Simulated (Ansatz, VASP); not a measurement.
One calculation of Al2O3, two programs

The input INCAR:

```
SYSTEM = Al2O3
ALGO = Normal
EDIFF = 1E-6
ENCUT = 520
GGA = PS
ISIF = 2
ISMEAR = 0
LASPH = .TRUE.
LCHARG = .TRUE.
LELF = .TRUE.
LREAL = .FALSE.
LVHAR = .TRUE.
LWAVE = .FALSE.
NBANDS = 20
NELM = 60
PREC = Accurate
SIGMA = 0.01
```

KPOINTS

```
k-points
0
G
  12 12 4
  0 0 0
```

POSCAR

```
Al2O3
1.0
    3.0174825400      0.0000000000      0.0000000000
   -1.5087412700      2.6132165400      0.0000000000
    0.0000000000      0.0000000000      7.5746360000
Al O
2 3
Direct
    0.0000000000      0.0000000000      0.2779510000
    0.0000000000      0.0000000000      0.7220490000
    0.3333333333      0.6666666667      0.1994540000
    0.6666666667      0.3333333333      0.8005460000
    0.0000000000      0.0000000000      0.5000000000
```

Input for Ansatz:

```yaml
crystal:
  lattice:
    - [3.01748254, 0.0, 0.0]
    - [-1.50874127, 2.61321654, 0.0]
    - [0.0, 0.0, 7.574636]
  atoms:
    - { symbol: Al, position: [0.0, 0.0, 0.277951] }
    - { symbol: Al, position: [0.0, 0.0, 0.722049] }
    - { symbol: O, position: [0.3333333333333333, 0.6666666666666666, 0.199454] }
    - { symbol: O, position: [0.6666666666666666, 0.3333333333333333, 0.800546] }
    - { symbol: O, position: [0.0, 0.0, 0.5] }
kpoints:
  mp_grid:
    grid: [12, 12, 4]
hamiltonian:
  xc: pbesol
scf:
  occupations:
    method: fixed
output:
  stress: true
```

Alike in both runs: task single point; functional PBEsol; k mesh 12 × 12 × 4; no spin polarisation.

|  | VASP | Ansatz |
| --- | --- | --- |
| version | VASP 6.6.1 | Ansatz 0.2.0 |
| potentials or method | VASP PAW PBE potentials, release 64 (Al, O) | plane waves, PAW |
| plane-wave cutoff (eV) | 520 | 420 |
| occupations | gaussian, width 0.01 eV | fixed |
| valence electrons in the cell | 24 | 24 |

```tsv
	VASP	Ansatz	Ansatz less VASP
pressure (GPa)	-3.5	-3.7	-0.23
traceless stress, the component that is largest in VASP (GPa)	0.87	0.52	-0.351
```

VASP's potentials were made for PBE, not for PBEsol.
